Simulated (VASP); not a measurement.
# AlFe (Pm-3m) in VASP: a series of runs, part 2 of 2

VASP 6.6.1.

## (5) Single point, PBE, collinear spin, ferromagnetic start

Contents of INCAR:

```
SYSTEM = AlFe
PREC = Accurate
ENCUT = 520
EDIFF = 1E-6
ISMEAR = 0
SIGMA = 0.022
LREAL = .FALSE.
LASPH = .TRUE.
NELM = 150
ALGO = Fast
ISIF = 2
LWAVE = .FALSE.
LCHARG = .TRUE.
ISPIN = 2
MAGMOM = 3 0
LORBIT = 11
LMAXMIX = 4
GGA = PE
LELF = .TRUE.
LVHAR = .TRUE.
NBANDS = 16
```

Contents of KPOINTS:

```
Automatic mesh
0
G
  9 9 9
  0 0 0
```

Contents of POSCAR:

```
AlFe
1.0
    2.9100000000      0.0000000000      0.0000000000
    0.0000000000      2.9100000000      0.0000000000
    0.0000000000      0.0000000000      2.9100000000
Fe Al
1 1
Direct
    0.5000000000      0.5000000000      0.5000000000
    0.0000000000      0.0000000000      0.0000000000
```

Potentials or basis: VASP PAW PBE potentials, release 64 (Fe, Al).

Started as:

```sh
> cat potpaw_PBE.64/Fe/POTCAR potpaw_PBE.64/Al/POTCAR > POTCAR
> mpirun -np 1 vasp_std > vasp.out
```

OUTCAR:

```text
SYSTEM = AlFe
   PREC = Accurate
   ENCUT = 520
   EDIFF = 1E-6
   ISMEAR = 0
   LREAL = .FALSE.
   LASPH = .TRUE.
   NELM = 150
   ISIF = 2
   ISPIN = 2
   LORBIT = 11
   GGA = PE

 ion  position               nearest neighbor table
   1  0.500  0.500  0.500-   2 2.52   2 2.52   2 2.52   2 2.52   2 2.52   2 2.52   2 2.52   2 2.52

   2  0.000  0.000  0.000-   1 2.52   1 2.52   1 2.52   1 2.52   1 2.52   1 2.52   1 2.52   1 2.52

  LATTYP: Found a simple cubic cell.
 ALAT       =     2.9100000000

  Lattice vectors:

 A1 = (   2.9100000000,   0.0000000000,   0.0000000000)
 A2 = (   0.0000000000,   2.9100000000,   0.0000000000)
 A3 = (   0.0000000000,   0.0000000000,   2.9100000000)

Analysis of symmetry for initial positions (statically):
=====================================================================
 Subroutine PRICEL returns:
 Original cell was already a primitive cell.

 Routine SETGRP: Setting up the symmetry group for a
 simple cubic supercell.

 Subroutine GETGRP returns: Found 48 space group operations
 (whereof 48 operations were pure point group operations)
 out of a pool of 48 trial point group operations.

[... 650 lines left out ...]
      2       5.5803      1.00000
      3       5.5803      1.00000
      4       8.0492      0.00000
      5       8.0492      0.00000
      6       8.0492      0.00000
[... 435 lines left out ...]
      5       7.4494      1.00000
      6       7.5177      1.00000
[... 8 lines left out ...]
     15      27.8729      0.00000
     16      28.8031      0.00000

 [... further k-points ...]
[... 5 lines left out ...]
  --------------------------------------------------------------------------------------
  -------------------------------------------------------------------------------------
  Total       -1.0052795     -1.0052795     -1.0052795     -0.0000000      0.0000000     -0.0000000
  in kB      -65.3609624    -65.3609624    -65.3609624     -0.0000000      0.0000000     -0.0000000
  external PRESSURE =     -65.3609624 kB  Pullay stress =       0.0000000 kB

 VOLUME and BASIS-vectors are now :
 -----------------------------------------------------------------------------
  energy-cutoff  :      520.00
  volume of cell :       24.64
      direct lattice vectors                 reciprocal lattice vectors
     2.910000000  0.000000000  0.000000000     0.343642612  0.000000000  0.000000000
     0.000000000  2.910000000  0.000000000     0.000000000  0.343642612  0.000000000
     0.000000000  0.000000000  2.910000000     0.000000000  0.000000000  0.343642612

 POSITION                                       TOTAL-FORCE (eV/Angst)
 -----------------------------------------------------------------------------------
      1.45500      1.45500      1.45500         0.000000      0.000000      0.000000
      0.00000      0.00000      0.00000         0.000000      0.000000      0.000000
 -----------------------------------------------------------------------------------
    total drift:                                0.000000     -0.000000     -0.000000

  FREE ENERGIE OF THE ION-ELECTRON SYSTEM (eV)
  ---------------------------------------------------
  free  energy   TOTEN  =       -12.6316461380 eV

  energy  without entropy=      -12.6307590199  energy(sigma->0) =      -12.63120258

 total charge

# of ion       s       p       d       tot
------------------------------------------
    1        0.417   0.473   6.452   7.343
    2        0.395   0.420   0.000   0.815
--------------------------------------------------
tot          0.812   0.893   6.452   8.158

 magnetization (x)

# of ion       s       p       d       tot
------------------------------------------
    1       -0.001   0.002   0.660   0.661
    2       -0.007  -0.016   0.000  -0.023
--------------------------------------------------
tot         -0.008  -0.014   0.660   0.638
```

OSZICAR:

```text
N       E                     dE             d eps       ncg     rms          rms(c)
DAV:   1     0.302196553230E+02    0.30220E+02   -0.45395E+03  2256   0.699E+02
DAV:   2    -0.126708329705E+02   -0.42890E+02   -0.38310E+02  2600   0.139E+02
DAV:   3    -0.140704334802E+02   -0.13996E+01   -0.13833E+01  2824   0.266E+01
DAV:   4    -0.140909933820E+02   -0.20560E-01   -0.20553E-01  2792   0.288E+00
DAV:   5    -0.140916611524E+02   -0.66777E-03   -0.66776E-03  2960   0.552E-01    0.140E+01
RMM:   6    -0.157969759934E+02   -0.17053E+01   -0.93707E+00  2700   0.333E+01    0.182E+01
RMM:   7    -0.126664590331E+02    0.31305E+01   -0.21282E+00  2527   0.159E+01    0.372E+00
RMM:   8    -0.126381907114E+02    0.28268E-01   -0.23581E-02  2572   0.101E+00    0.175E+00
RMM:   9    -0.126359724257E+02    0.22183E-02   -0.88990E-03  2647   0.702E-01    0.100E+00
RMM:  10    -0.126330260183E+02    0.29464E-02   -0.49820E-03  2631   0.427E-01    0.368E-01
RMM:  11    -0.126317609501E+02    0.12651E-02   -0.85467E-04  2856   0.232E-01    0.164E-01
RMM:  12    -0.126316776772E+02    0.83273E-04   -0.36665E-04  2812   0.154E-01    0.944E-02
RMM:  13    -0.126316421995E+02    0.35478E-04   -0.95627E-05  3001   0.947E-02    0.344E-02
RMM:  14    -0.126316451473E+02   -0.29479E-05   -0.30498E-05  2986   0.346E-02    0.159E-02
RMM:  15    -0.126316461380E+02   -0.99062E-06   -0.51113E-06  2687   0.202E-02
   1 F= -.12631646E+02 E0= -.12631203E+02  d E =-.887118E-03  mag=     0.6102
```

stdout:

```text
POSCAR found type information on POSCAR FeAl
 POSCAR found :  2 types and       2 ions
 scaLAPACK will be used
 LDA part: xc-table for (Slater+PW92), standard interpolation
 POSCAR, INCAR and KPOINTS ok, starting setup
 FFT: planning ... GRIDC
 FFT: planning ... GRID_SOFT
 FFT: planning ... GRID
 WAVECAR not read
 entering main loop
```

Run time: 11 s. Hardware: 1 thread of Intel Xeon 6975P-C (Granite Rapids), shared host; peak memory 0.16 GiB.

Results:

| Item | Value |
| --- | --- |
| Free energy | -12.6316 eV |
| Pressure | -6.5 GPa |
| Net moment | 0.61 μB per cell |
| Site moments | Fe +0.66; Al -0.02 μB |
| Valence electrons inside the program's atomic spheres | Fe 7.34; Al 0.81 |

## (6) The runs side by side

| smearing | gap on the mesh (eV) | pressure (GPa) | moment (μB) |
| --- | --- | --- | --- |
| gaussian 0.018 eV | none | -6.3 | 0.61 |
| gaussian 0.019 eV | none | -6.3 | 0.61 |
| gaussian 0.021 eV | none | -6.3 | 0.61 |
| gaussian 0.022 eV | none | -6.5 | 0.61 |

Alike in all rows: task single point; level PBE; potentials or basis VASP PAW PBE potentials, release 64 (Fe, Al); spin collinear, ferromagnetic start; cell as given; k mesh 9 × 9 × 9; cutoff (eV) 520.

Every run on the cell as given and a fine mesh finds a metal.

Absolute energies hang on the potentials; compare differences alone.
